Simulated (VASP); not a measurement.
# CsCl (Pm-3m) in VASP: further runs, part 2 of 2

VASP 6.6.1. The steps go on from the part before.

## (4) Relaxation of cell and atoms, LDA

The input, INCAR:

```
ALGO     = Normal         # electronic algorithm
EDIFF    = 1E-7           # SCF threshold, eV
EDIFFG   = -0.005         # ionic threshold
ENCUT    = 500            # plane-wave cutoff, eV
GGA_COMPAT= F            
IBRION   = 2              # ionic algorithm
ISIF     = 3              # what is computed and relaxed
ISMEAR   = 0              # smearing method
LASPH    = T              # aspherical terms in the spheres
LCHARG   = F              # write CHGCAR
LREAL    = F              # projectors in reciprocal space
LWAVE    = F              # write WAVECAR
NELM     = 120            # most SCF steps
NELMIN   = 4            
NSW      = 100            # ionic steps
PREC     = Accurate       # precision mode
SIGMA    = 0.02           # smearing width, eV
```

The input, KPOINTS:

```
k-points
0
Gamma
  6 6 6
```

The input, POSCAR:

```
CsCl
1.0
    3.9692300999      0.0000000000      0.0000000000
    0.0000000000      3.9692300999      0.0000000000
    0.0000000000      0.0000000000      3.9692300999
Cs Cl
1 1
Direct
    0.0000000000      0.0000000000      0.0000000000
    0.5000000000      0.5000000000      0.5000000000
```

Potentials or basis: VASP PAW LDA potentials, release 64 (Cs_sv, Cl).

The run is started by

```console
> cat potpaw_LDA.64/Cs_sv/POTCAR potpaw_LDA.64/Cl/POTCAR > POTCAR
> mpirun -np 1 vasp_std > vasp.out
```

OUTCAR:

```text
EDIFF = 1E-7
   EDIFFG = -0.005
   ENCUT = 500
   IBRION = 2
   ISIF = 3
   ISMEAR = 0
   LASPH = T
   LREAL = F
   NELM = 120
   NELMIN = 4
   NSW = 100
   PREC = Accurate

 ion  position               nearest neighbor table
   1  0.000  0.000  0.000-
   2  0.500  0.500  0.500-

  LATTYP: Found a simple cubic cell.
 ALAT       =     3.9692300999

  Lattice vectors:

 A1 = (   3.9692300999,   0.0000000000,   0.0000000000)
 A2 = (   0.0000000000,   3.9692300999,   0.0000000000)
 A3 = (   0.0000000000,   0.0000000000,   3.9692300999)

Analysis of symmetry for initial positions (statically):
=====================================================================
 Subroutine PRICEL returns:
 Original cell was already a primitive cell.

 Routine SETGRP: Setting up the symmetry group for a
 simple cubic supercell.

 Subroutine GETGRP returns: Found 48 space group operations
 (whereof 48 operations were pure point group operations)
 out of a pool of 48 trial point group operations.

The static configuration has the point symmetry O_h .

Analysis of symmetry for dynamics (positions and initial velocities):
=====================================================================
 Subroutine PRICEL returns:
 Original cell was already a primitive cell.

 Routine SETGRP: Setting up the symmetry group for a
 simple cubic supercell.

 Subroutine GETGRP returns: Found 48 space group operations
 (whereof 48 operations were pure point group operations)
 out of a pool of 48 trial point group operations.

The dynamic configuration has the point symmetry O_h .

 Subroutine INISYM returns: Found 48 space group operations
 (whereof 48 operations are pure point group operations),
 and found     1 'primitive' translations

[... 166 lines left out ...]

  FREE ENERGIE OF THE ION-ELECTRON SYSTEM (eV)
  ---------------------------------------------------
  free  energy   TOTEN  =        -7.3092884641 eV

  energy  without entropy=       -7.3092884641  energy(sigma->0) =       -7.30928846

--------------------------------------- Ionic step        2  -------------------------------------------

 number of electron      15.9999995 magnetization

 Free energy of the ion-electron system (eV)
  ---------------------------------------------------
  ext. energy  EPLUGINS =         0.00000000
  ---------------------------------------------------
  free energy    TOTEN  =        -7.30936415 eV

  energy without entropy =       -7.30936415  energy(sigma->0) =       -7.30936415

 E-fermi :   0.3378     XC(G=0):  -9.1070

 val. band max:        0.1922638212   @ k =   0.0000   0.0000   0.0000
 cond. band min:       5.1629201812   @ k =   0.0000   0.0000   0.0000
 fundamental gap:      4.9706563600
 Fermi energy:         0.3378469374

 k-point     1 :       0.0000    0.0000    0.0000
  band No.  band energies     occupation
      1     -19.0603      2.00000
      2     -12.0686      2.00000
      3      -5.4550      2.00000
      4      -5.4550      2.00000
      5      -5.4550      2.00000
      6       0.1923      2.00000
      7       0.1923      2.00000
      8       0.1923      2.00000
      9       5.1629      0.00000
     10       5.1629      0.00000
     11       5.5923      0.00000
     12      10.4944      0.00000
[... 271 lines left out ...]
 k-point    20 :       0.5000    0.5000    0.5000
  band No.  band energies     occupation
      1     -18.7107      2.00000
      2     -11.8532      2.00000
      3      -6.1640      2.00000
      4      -6.1640      2.00000
      5      -6.1640      2.00000
      6      -1.2974      2.00000
      7      -1.2974      2.00000
      8      -1.2974      2.00000
      9       9.0103      0.00000
     10       9.0103      0.00000
     11       9.0103      0.00000
     12      11.0864      0.00000

------------------------ aborting loop because EDIFF is reached ----------------------------------------

  FORCE on cell =-STRESS in cart. coord.  units (eV):
  Direction    XX          YY          ZZ          XY          YZ          ZX
  --------------------------------------------------------------------------------------
  -------------------------------------------------------------------------------------
  Total        0.0094520      0.0094520      0.0094520      0.0000000     -0.0000000      0.0000000
  in kB        0.2414478      0.2414478      0.2414478      0.0000000     -0.0000000      0.0000000
  external PRESSURE =       0.2414478 kB  Pullay stress =       0.0000000 kB

 VOLUME and BASIS-vectors are now :
 -----------------------------------------------------------------------------
  energy-cutoff  :      500.00
  volume of cell :       62.72
      direct lattice vectors                 reciprocal lattice vectors
     3.973163417  0.000000000  0.000000000     0.251688616  0.000000000  0.000000000
     0.000000000  3.973163417 -0.000000000     0.000000000  0.251688616  0.000000000
    -0.000000000  0.000000000  3.973163417    -0.000000000  0.000000000  0.251688616

 POSITION                                       TOTAL-FORCE (eV/Angst)
 -----------------------------------------------------------------------------------
      0.00000      0.00000      0.00000         0.000000      0.000000      0.000000
      1.98658      1.98658      1.98658        -0.000000      0.000000      0.000000
 -----------------------------------------------------------------------------------
    total drift:                                0.000000      0.000000     -0.000000

  FREE ENERGIE OF THE ION-ELECTRON SYSTEM (eV)
  ---------------------------------------------------
  free  energy   TOTEN  =        -7.3093641456 eV

  energy  without entropy=       -7.3093641456  energy(sigma->0) =       -7.30936415

 reached required accuracy - stopping structural energy minimisation
```

OSZICAR:

```text
N       E                     dE             d eps       ncg     rms          rms(c)
DAV:   1     0.915835986608E+02    0.91584E+02   -0.70155E+03   480   0.114E+03
DAV:   2    -0.166984425590E+01   -0.93253E+02   -0.86151E+02   724   0.189E+02
DAV:   3    -0.761210342285E+01   -0.59423E+01   -0.59156E+01   592   0.532E+01
[... 13 lines left out ...]
DAV:   2    -0.730950285835E+01    0.72323E-03   -0.13199E-03   496   0.225E-01    0.526E-02
DAV:   3    -0.730937413534E+01    0.12872E-03   -0.34041E-04   492   0.115E-01    0.274E-02
DAV:   4    -0.730936457702E+01    0.95583E-05   -0.23731E-05   528   0.329E-02    0.738E-03
DAV:   5    -0.730936419939E+01    0.37763E-06   -0.17348E-06   552   0.925E-03    0.369E-03
DAV:   6    -0.730936414557E+01    0.53817E-07   -0.10787E-07   324   0.247E-03
   2 F= -.73093641E+01 E0= -.73093641E+01  d E =-.756815E-04
```

Wall time 8.4 s (1 thread of Intel Xeon 6975P-C (Granite Rapids), shared host); peak memory 0.15 GiB.

Results:

* Free energy: -7.3094 eV
* Relaxed volume: 31.36 Å³/atom
* Relaxed cell: a = 3.973 Å, b = 3.973 Å, c = 3.973 Å, α = 90.00°, β = 90.00°, γ = 90.00°
* Space group after relaxing (to 0.05 Å): Pm-3m (No. 221)
* Energy gained by relaxing: 0.0 meV/atom
* Ionic steps: 2
* Pressure after relaxing: 0.0 GPa
* Band gap on the k mesh: 4.97 eV, direct

Final structure:
```
Cs Cl
1.0
     3.97316    0.00000    0.00000
     0.00000    3.97316    0.00000
     0.00000    0.00000    3.97316
Cs Cl
1 1
Direct
  0.00000 0.00000 0.00000
  0.50000 0.50000 0.50000
```

Caveat: spin-orbit coupling is left out, which moves the levels of the heavy elements.

## (5) Overview

```tsv
task	cell	smearing	gap on the mesh (eV)	pressure (GPa)
relaxation of cell and atoms	relaxed to 50 GPa	gaussian 0.01 eV	2.61	50.0
single point	as given	gaussian 0.02 eV	4.97	0.1
relaxation of cell and atoms	relaxed	gaussian 0.02 eV	4.97	0.0
```

Alike in all rows: level LDA; potentials or basis VASP PAW LDA potentials, release 64 (Cs_sv, Cl); no spin polarisation; k mesh 6 × 6 × 6; cutoff (eV) 500.

Caveats: spin-orbit coupling is left out, which moves the levels of the heavy elements; the cell is relaxed towards a set pressure, so the enthalpy falls and the energy may rise (some runs); the volume moved by over 15 % at a fixed basis, so the end points are rough (some runs).

Absolute energies hang on the potentials; compare differences alone.
